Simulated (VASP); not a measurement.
# Zn (Fmmm) in VASP: notebook

The runs below take Zn through single point, with LDA.

Everything below comes from runs of VASP 6.6.1. Logs are shortened: lines on timing, memory, paths and dates and some standing lists are left out, and cuts for length are marked.

## 1. The cell of the first run

It takes space group Fmmm (No. 69, orthorhombic). Conventional cell: a = 3.138 Å, b = 4.349 Å, c = 4.527 Å, α = 90.00°, β = 90.00°, γ = 90.00°. Zn (site symmetry mmm) has 14 Zn at 2.68 to 3.14 Å within 3.5 Å.

## 2. Single point, LDA (strain -0.0400 x Voigt [0, 0, 0, 0, 0, 1])

The input, INCAR:

```
SYSTEM = Zn
PREC     = Accurate       ! precision mode
ENCUT    = 520            ! plane-wave cutoff, eV
EDIFF    = 1E-7           ! SCF threshold, eV
ISMEAR   = 0              ! smearing method
SIGMA    = 0.15           ! smearing width, eV
LREAL    = .False.        ! projectors in reciprocal space
LASPH    = .True.         ! aspherical terms in the spheres
NELM     = 80             ! most SCF steps
ALGO     = Fast           ! electronic algorithm
ISIF     = 2              ! what is computed and relaxed
LWAVE    = .False.        ! write WAVECAR
LCHARG   = .False.        ! write CHGCAR
GGA      = CA             ! functional
NBANDS   = 12             ! bands
```

The input, KPOINTS:

```
Automatic mesh
0
Gamma
  22 22 22
  0 0 0
```

The input, POSCAR:

```
Zn
1.0
   -1.6004177400      1.6004177400      1.5690370000
    1.6004177400     -1.6004177400      1.5690370000
    1.5376562600      1.5376562600     -1.5690370000
Zn
1
Direct
    0.0000000000      0.0000000000      0.0000000000
```

Potentials or basis: VASP PAW LDA potentials, release 64 (Zn).

Launch:

```console
$ cat potpaw_LDA.64/Zn/POTCAR > POTCAR
$ mpirun -np 1 vasp_std > vasp.out
```

OUTCAR:

```text
SYSTEM = Zn
   PREC = Accurate
   ENCUT = 520
   EDIFF = 1E-7
   ISMEAR = 0
   LREAL = .False.
   LASPH = .True.
   NELM = 80
   ISIF = 2
   GGA = CA

 ion  position               nearest neighbor table
   1  0.000  0.000  0.000-

  LATTYP: Found a face centered orthorhombic cell.
 ALAT       =     3.1380740000
 B/A-ratio  =     1.3859292911
 C/A-ratio  =     1.4424978336

  Lattice vectors:

 A1 = (  -0.0627614800,   3.1380740000,   0.0000000000)
 A2 = (  -1.6004177400,   1.6004177400,   1.5690370000)
 A3 = (   1.5376562600,   1.5376562600,   1.5690370000)

Analysis of symmetry for initial positions (statically):
=====================================================================
 Subroutine PRICEL returns:
 Original cell was already a primitive cell.

 Routine SETGRP: Setting up the symmetry group for a
 face centered orthorhombic supercell.

 Subroutine GETGRP returns: Found  8 space group operations
 (whereof  8 operations were pure point group operations)
 out of a pool of  8 trial point group operations.

The static configuration has the point symmetry D_2h.

Analysis of symmetry for dynamics (positions and initial velocities):
=====================================================================
 Subroutine PRICEL returns:
 Original cell was already a primitive cell.

 Routine SETGRP: Setting up the symmetry group for a
 face centered orthorhombic supercell.

 Subroutine GETGRP returns: Found  8 space group operations
 (whereof  8 operations were pure point group operations)
 out of a pool of  8 trial point group operations.

The dynamic configuration has the point symmetry D_2h.

 Subroutine INISYM returns: Found  8 space group operations
 (whereof  8 operations are pure point group operations),
 and found     1 'primitive' translations

----------------------------------------------------------------------------------------

                                     Primitive cell

  volume of cell :      15.4449

  direct lattice vectors                    reciprocal lattice vectors
    -1.600417740  1.600417740  1.569037000     0.006375886  0.318794318  0.318666800
     1.600417740 -1.600417740  1.569037000     0.318794318  0.006375886  0.318666800
     1.537656260  1.537656260 -1.569037000     0.325170204  0.325170204  0.000000000

  length of vectors
     2.754006353  2.754006353  2.681538860     0.450798179  0.450798179  0.459860113

  position of ions in fractional coordinates (direct lattice)
     0.000000000  0.000000000  0.000000000

  ion indices of the primitive-cell ions
   primitive index   ion index
                 1           1

----------------------------------------------------------------------------------------

 KPOINTS: Automatic mesh

Automatic generation of k-mesh.
 Grid dimensions read from file:
 generate k-points for:   22   22   22

 Generating k-lattice:

  Cartesian coordinates                     Fractional coordinates (reciprocal lattice)
     0.000289813  0.014490651  0.014484855     0.045454545 -0.000000000  0.000000000
     0.014490651  0.000289813  0.014484855    -0.000000000  0.045454545  0.000000000
     0.014780464  0.014780464  0.000000000     0.000000000  0.000000000  0.045454545

  Length of vectors
     0.020490826  0.020490826  0.020902732

  Shift w.r.t. Gamma in fractional coordinates (k-lattice)
     0.000000000  0.000000000  0.000000000

 Subroutine IBZKPT returns following result:
 ===========================================

 Found   1530 irreducible k-points:

 Following reciprocal coordinates:
            Coordinates               Weight
  0.000000  0.000000  0.000000      1.000000
  0.045455  0.000000  0.000000      8.000000
  0.090909  0.000000  0.000000      8.000000
  0.136364  0.000000 -0.000000      8.000000
  0.181818  0.000000 -0.000000      8.000000
  0.227273  0.000000  0.000000      8.000000
[... 16 lines left out ...]
  0.500000  0.045455  0.000000      8.000000
 -0.454545  0.045455  0.000000      8.000000
 [... further k-points ...]
[... 42 lines left out ...]
  ---------------------------------------------------
  ext. energy  EPLUGINS =         0.00000000
  ---------------------------------------------------
  free energy    TOTEN  =        -1.73144598 eV

  energy without entropy =       -1.72772307  energy(sigma->0) =       -1.72958452

 E-fermi :   2.8457     XC(G=0): -11.8174

 val. band max:        2.8455467741   @ k =   0.4545   0.3636   0.0455
 cond. band min:       2.8482580687   @ k =   0.3182   0.3182   0.1818
 fundamental gap:      0.0027112946
 Fermi energy:         2.8456957072

 k-point     1 :       0.0000    0.0000    0.0000
  band No.  band energies     occupation
      1      -7.4881      2.00000
      2      -5.0471      2.00000
      3      -4.9859      2.00000
      4      -4.9177      2.00000
      5      -4.4753      2.00000
      6      -4.4708      2.00000
      7      20.7937      0.00000
      8      21.5929      0.00000
      9      21.9958      0.00000
     10      23.4306      0.00000
     11      23.7127      0.00000
     12      24.4151      0.00000

 k-point     2 :       0.0455    0.0000    0.0000
  band No.  band energies     occupation
      1      -7.4228      2.00000
      2      -5.0439      2.00000
      3      -4.9811      2.00000
      4      -4.9147      2.00000
      5      -4.4806      2.00000
      6      -4.4713      2.00000
      7      20.3461      0.00000
      8      20.8038      0.00000
      9      21.5667      0.00000
     10      22.6127      0.00000
     11      23.3138      0.00000
     12      23.8575      0.00000

 k-point     3 :       0.0909    0.0000    0.0000
  band No.  band energies     occupation
      1      -7.2287      2.00000
      2      -5.0424      2.00000
      3      -4.9701      2.00000
      4      -4.8943      2.00000
      5      -4.4961      2.00000
      6      -4.4710      2.00000
      7      18.5946      0.00000
      8      19.5794      0.00000
      9      20.8353      0.00000
     10      21.7578      0.00000
     11      22.8137      0.00000
     12      23.4708      0.00000
[... 286 lines left out ...]
 k-point    23 :       0.5000    0.0455    0.0000
  band No.  band energies     occupation
      1      -5.5933      2.00000
      2      -5.2754      2.00000
      3      -4.5039      2.00000
      4      -4.4547      2.00000
      5      -4.1710      2.00000
      6       0.0131      2.00000
      7       2.1648      2.00000
      8      13.1279      0.00000
      9      15.5125      0.00000
     10      18.8218      0.00000
     11      20.0836      0.00000
     12      29.5488      0.00000

 k-point    24 :      -0.4545    0.0455    0.0000
  band No.  band energies     occupation
      1      -5.5816      2.00000
      2      -5.2634      2.00000
      3      -4.5106      2.00000
      4      -4.4552      2.00000
      5      -4.2091      2.00000
      6      -1.1209      2.00000
      7       3.5582      0.00000
      8      13.2520      0.00000
      9      15.6326      0.00000
     10      18.9645      0.00000
     11      20.1699      0.00000
     12      28.4786      0.00000

 [... further k-points ...]

------------------------ aborting loop because EDIFF is reached ----------------------------------------

  FORCE on cell =-STRESS in cart. coord.  units (eV):
  Direction    XX          YY          ZZ          XY          YZ          ZX
  --------------------------------------------------------------------------------------
  -------------------------------------------------------------------------------------
  Total       -0.7463711     -0.7463711     -0.7657677     -0.0031455      0.0000000      0.0000000
  in kB      -77.4247081    -77.4247081    -79.4368118     -0.3262948      0.0000000      0.0000000
  external PRESSURE =     -78.0954093 kB  Pullay stress =       0.0000000 kB

 VOLUME and BASIS-vectors are now :
 -----------------------------------------------------------------------------
  energy-cutoff  :      520.00
  volume of cell :       15.44
      direct lattice vectors                 reciprocal lattice vectors
    -1.600417740  1.600417740  1.569037000     0.006375886  0.318794318  0.318666800
     1.600417740 -1.600417740  1.569037000     0.318794318  0.006375886  0.318666800
     1.537656260  1.537656260 -1.569037000     0.325170204  0.325170204  0.000000000

 POSITION                                       TOTAL-FORCE (eV/Angst)
 -----------------------------------------------------------------------------------
      0.00000      0.00000      0.00000        -0.000000     -0.000000      0.000000
 -----------------------------------------------------------------------------------
    total drift:                                0.000000     -0.000000      0.000000

  FREE ENERGIE OF THE ION-ELECTRON SYSTEM (eV)
  ---------------------------------------------------
  free  energy   TOTEN  =        -1.7314459789 eV

  energy  without entropy=       -1.7277230673  energy(sigma->0) =       -1.72958452
```

It took 1.8 min on 1 thread of AMD EPYC 9R45 (Zen 5), shared host; peak memory 0.32 GiB.

What came out:

| Quantity | Value |
| --- | --- |
| Free energy | -1.7314 eV |
| Pressure | -7.8 GPa |
| Band gap on the k mesh | zero (bands 6 and 7 overlap by 5.44 eV) |

Levels at points of the mesh, in eV from the Fermi level:
```tsv
k point	band 3	band 4	band 5	band 6	band 7	band 8	band 9	band 10
(0.00, 0.00, 0.00)	-7.83	-7.76	-7.32	-7.32	17.95	18.75	19.15	20.58
(0.50, 0.00, 0.00)	-7.35	-7.29	-6.99	-2.61	-1.04	10.93	12.90	15.14
(0.50, 0.50, 0.00)	-7.33	-7.26	-7.02	-2.81	-1.46	11.55	12.89	15.60
(0.00, 0.00, 0.50)	-7.37	-7.33	-6.96	-2.39	-0.62	10.74	12.43	15.10
(0.50, 0.50, 0.50)	-7.12	-7.07	-7.02	3.98	4.13	4.32	7.29	8.68
```

Caveat: the cell differs from its parent crystal (strain -0.0400 x Voigt [0, 0, 0, 0, 0, 1]); the cell stands under tension.

## 3. Single point, LDA (strain +0.0100 x Voigt [0, 0, 0, 0, 0, 1])

The input, INCAR:

```
PREC     = Accurate       # precision mode
ENCUT    = 520            # plane-wave cutoff, eV
EDIFF    = 1E-6           # SCF threshold, eV
ISMEAR   = 0              # smearing method
SIGMA    = 0.15           # smearing width, eV
LREAL    = False          # projectors in reciprocal space
LASPH    = True           # aspherical terms in the spheres
NELM     = 100            # most SCF steps
ALGO     = Fast           # electronic algorithm
ISIF     = 2              # what is computed and relaxed
LWAVE    = False          # write WAVECAR
LCHARG   = False          # write CHGCAR
GGA      = CA             # functional
NBANDS   = 12             # bands
```

The input, KPOINTS:

```
regular mesh
0
Gamma
  22 22 22
```

The input, POSCAR:

```
Zn
1.0
   -1.5611918150      1.5611918150      1.5690370000
    1.5611918150     -1.5611918150      1.5690370000
    1.5768821850      1.5768821850     -1.5690370000
Zn
1
Direct
    0.0000000000      0.0000000000      0.0000000000
```

Potentials or basis: VASP PAW LDA potentials, release 64 (Zn).

Launch:

```console
$ cat potpaw_LDA.64/Zn/POTCAR > POTCAR
$ mpirun -np 1 vasp_std > vasp.out
```

Wall time 99 s (1 thread of AMD EPYC 9R45 (Zen 5), shared host); peak memory 0.32 GiB.

Results (log left out):

```
Free energy            : -1.7309 eV
Pressure               : -7.9 GPa
Band gap on the k mesh : zero (bands 6 and 7 overlap by 5.25 eV)
```

Stress tensor (GPa, compression positive):
```
-7.86  0.10  0.00
 0.10 -7.86  0.00
 0.00  0.00 -7.86
```

Levels at points of the mesh, in eV from the Fermi level:
| k point | band 4 | band 5 | band 6 | band 7 | band 8 | band 9 |
| --- | --- | --- | --- | --- | --- | --- |
| (0.00, 0.00, 0.00) | -7.82 | -7.33 | -7.33 | 18.55 | 18.72 | 18.86 |
| (0.50, 0.00, 0.00) | -7.30 | -7.00 | -2.63 | -1.06 | 11.11 | 12.65 |
| (0.50, 0.50, 0.00) | -7.31 | -6.99 | -2.57 | -0.96 | 11.02 | 12.58 |
| (0.00, 0.00, 0.50) | -7.29 | -7.01 | -2.68 | -1.17 | 11.22 | 12.70 |
| (0.50, 0.50, 0.50) | -7.08 | -7.07 | 4.08 | 4.12 | 4.16 | 7.26 |

Caveat: the cell differs from its parent crystal (strain +0.0100 x Voigt [0, 0, 0, 0, 0, 1]); the cell stands under tension.

## 4. Single point, LDA (strain +0.0350 x Voigt [0, 0, 0, 0, 0, 1])

The input, INCAR:

```
SYSTEM = Zn
PREC = Accurate ; ENCUT = 520
EDIFF = 1E-6 ; ISMEAR = 0
SIGMA = 0.15 ; LREAL = .FALSE.
LASPH = .TRUE. ; NELM = 100
ALGO = Fast ; ISIF = 2
LWAVE = .FALSE. ; LCHARG = .FALSE.
NBANDS = 12
```

The input, KPOINTS:

```
regular mesh
0
G
  22 22 22
  0 0 0
```

The input, POSCAR:

```
Zn
1.0
   -1.5415788525      1.5415788525      1.5690370000
    1.5415788525     -1.5415788525      1.5690370000
    1.5964951475      1.5964951475     -1.5690370000
Zn
1
Direct
    0.0000000000      0.0000000000      0.0000000000
```

Launch:

```console
$ cat potpaw_LDA.64/Zn/POTCAR > POTCAR
$ mpirun -np 1 vasp_std > vasp.out
```

Run time: 1.7 min. Hardware: 1 thread of AMD EPYC 9R45 (Zen 5), shared host; peak memory 0.32 GiB.

It converged, with:

- Free energy: -1.7314 eV
- Pressure: -7.8 GPa
- Band gap on the k mesh: zero (bands 6 and 7 overlap by 5.41 eV)

Stress tensor (GPa, compression positive):
```
-7.79  0.04  0.00
 0.04 -7.79  0.00
 0.00  0.00 -7.95
```

Levels at points of the mesh, in eV from the Fermi level:
| k point | band 3 | band 4 | band 5 | band 6 | band 7 | band 8 | band 9 | band 10 |
| --- | --- | --- | --- | --- | --- | --- | --- | --- |
| (0.00, 0.00, 0.00) | -7.83 | -7.77 | -7.32 | -7.32 | 18.06 | 18.74 | 19.11 | 20.60 |
| (0.50, 0.00, 0.00) | -7.35 | -7.29 | -7.00 | -2.61 | -1.05 | 10.97 | 12.84 | 15.18 |
| (0.50, 0.50, 0.00) | -7.37 | -7.32 | -6.97 | -2.42 | -0.67 | 10.79 | 12.45 | 15.12 |
| (0.00, 0.00, 0.50) | -7.33 | -7.27 | -7.02 | -2.79 | -1.41 | 11.49 | 12.86 | 15.57 |
| (0.50, 0.50, 0.50) | -7.12 | -7.07 | -7.03 | 4.00 | 4.13 | 4.29 | 7.28 | 8.68 |

Caveat: the cell differs from its parent crystal (strain +0.0350 x Voigt [0, 0, 0, 0, 0, 1]); the cell stands under tension.

## 5. Single point, LDA (strain +0.0150 x Voigt [0, 0, 0, 0, 0, 1])

The input, INCAR:

```
SYSTEM = Zn
  PREC = Accurate
  ENCUT = 520
  EDIFF = 1E-6
  ISMEAR = 0
  SIGMA = 0.15
  LREAL = .FALSE.
  LASPH = .TRUE.
  NELM = 100
  ALGO = Fast
  ISIF = 2
  LWAVE = .FALSE.
  LCHARG = .TRUE.
  GGA = CA
  LELF = .TRUE.
  LVHAR = .TRUE.
  NBANDS = 12
```

KPOINTS is that of step 4.

The input, POSCAR:

```
Zn
1.0
   -1.5572692225      1.5572692225      1.5690370000
    1.5572692225     -1.5572692225      1.5690370000
    1.5808047775      1.5808047775     -1.5690370000
Zn
1
Direct
    0.0000000000      0.0000000000      0.0000000000
```

Launch:

```console
$ cat potpaw_LDA.64/Zn/POTCAR > POTCAR
$ mpirun -np 1 vasp_std > vasp.out
```

Wall time 1.7 min (1 thread of AMD EPYC 9R45 (Zen 5), shared host); peak memory 0.32 GiB.

It converged, with:

| Quantity | Value |
| --- | --- |
| Free energy | -1.7310 eV |
| Pressure | -7.9 GPa |
| Band gap on the k mesh | zero (bands 6 and 7 overlap by 5.28 eV) |

Stress tensor (GPa, compression positive):
```
-7.85  0.12  0.00
 0.12 -7.85  0.00
 0.00  0.00 -7.87
```

Levels at points of the mesh, in eV from the Fermi level:
```tsv
k point	band 2	band 3	band 4	band 5	band 6	band 7	band 8	band 9	band 10	band 11
(0.00, 0.00, 0.00)	-7.86	-7.84	-7.81	-7.33	-7.33	18.46	18.72	18.92	20.69	20.84
(0.50, 0.00, 0.00)	-8.13	-7.36	-7.30	-7.00	-2.62	-1.06	11.09	12.68	15.29	16.75
(0.50, 0.50, 0.00)	-8.12	-7.37	-7.31	-6.99	-2.54	-0.90	10.97	12.55	15.23	16.58
(0.00, 0.00, 0.50)	-8.15	-7.35	-7.29	-7.01	-2.70	-1.22	11.28	12.73	15.42	16.85
(0.50, 0.50, 0.50)	-8.37	-7.10	-7.08	-7.06	4.06	4.12	4.19	7.26	8.66	8.67
```

Caveat: the cell differs from its parent crystal (strain +0.0150 x Voigt [0, 0, 0, 0, 0, 1]); the cell stands under tension.

## 6. Single point, LDA (strain +0.0050 x Voigt [0, 0, 0, 0, 0, 1])

The input, INCAR:

```
SYSTEM = Zn
PREC = Accurate ; ENCUT = 520
EDIFF = 1E-6 ; ISMEAR = 0
SIGMA = 0.15 ; LREAL = .FALSE.
LASPH = .TRUE. ; NELM = 60
ALGO = Fast ; ISIF = 2
LWAVE = .FALSE. ; LCHARG = .TRUE.
GGA = CA ; LELF = .TRUE.
LVHAR = .TRUE. ; NBANDS = 12
```

KPOINTS is that of step 5.

The input, POSCAR:

```
Zn
1.0
   -1.5651144075      1.5651144075      1.5690370000
    1.5651144075     -1.5651144075      1.5690370000
    1.5729595925      1.5729595925     -1.5690370000
Zn
1
Direct
    0.0000000000      0.0000000000      0.0000000000
```

Potentials or basis: VASP PAW LDA potentials, release 64 (Zn).

Launch:

```console
$ cat potpaw_LDA.64/Zn/POTCAR > POTCAR
$ mpirun -np 1 vasp_std > vasp.out
```

Run time: 1.7 min. Hardware: 1 thread of AMD EPYC 9R45 (Zen 5), shared host; peak memory 0.32 GiB.

Results (log left out):

| Quantity | Value |
| --- | --- |
| Free energy | -1.7309 eV |
| Pressure | -7.9 GPa |
| Band gap on the k mesh | zero (bands 6 and 7 overlap by 5.21 eV) |

Stress tensor (GPa, compression positive):
```
-7.86  0.06  0.00
 0.06 -7.86  0.00
 0.00  0.00 -7.86
```

Levels at points of the mesh, in eV from the Fermi level:
| k point | band 3 | band 4 | band 5 | band 6 | band 7 | band 8 | band 9 | band 10 |
| --- | --- | --- | --- | --- | --- | --- | --- | --- |
| (0.00, 0.00, 0.00) | -7.84 | -7.83 | -7.33 | -7.33 | 18.64 | 18.72 | 18.79 | 20.78 |
| (0.50, 0.00, 0.00) | -7.36 | -7.30 | -7.00 | -2.63 | -1.06 | 11.12 | 12.64 | 15.32 |
| (0.50, 0.50, 0.00) | -7.36 | -7.31 | -7.00 | -2.60 | -1.01 | 11.07 | 12.61 | 15.29 |
| (0.00, 0.00, 0.50) | -7.36 | -7.30 | -7.01 | -2.65 | -1.11 | 11.17 | 12.67 | 15.36 |
| (0.50, 0.50, 0.50) | -7.09 | -7.08 | -7.08 | 4.10 | 4.12 | 4.14 | 7.26 | 8.66 |

Caveat: the cell differs from its parent crystal (strain +0.0050 x Voigt [0, 0, 0, 0, 0, 1]); the cell stands under tension.

## 7. Summary

```tsv
cell	further INCAR settings	gap on the mesh (eV)	pressure (GPa)
a = 2.754, b = 2.754, c = 2.682 Å, angles 109.5, 109.5, 110.5°, 1 atom	ALGO = Fast; EDIFF = 1e-07; NBANDS = 12	none	-7.8
a = 2.709, b = 2.709, c = 2.727 Å, angles 109.5, 109.5, 109.2°, 1 atom	ALGO = Fast; EDIFF = 1e-06; NBANDS = 12	none	-7.9
a = 2.686, b = 2.686, c = 2.749 Å, angles 109.5, 109.5, 108.5°, 1 atom	ALGO = Fast; EDIFF = 1e-06; NBANDS = 12	none	-7.8
a = 2.704, b = 2.704, c = 2.731 Å, angles 109.5, 109.5, 109.1°, 1 atom	ALGO = Fast; EDIFF = 1e-06; NBANDS = 12	none	-7.9
a = 2.713, b = 2.713, c = 2.722 Å, angles 109.5, 109.5, 109.3°, 1 atom	ALGO = Fast; EDIFF = 1e-06; NBANDS = 12	none	-7.9
```

Alike in all rows: task single point; level LDA; potentials or basis VASP PAW LDA potentials, release 64 (Zn); no spin polarisation; k mesh 22 × 22 × 22; cutoff (eV) 520; smearing gaussian 0.15 eV.

Caveats: the cell stands under tension.

Absolute energies hang on the potentials; compare differences alone.
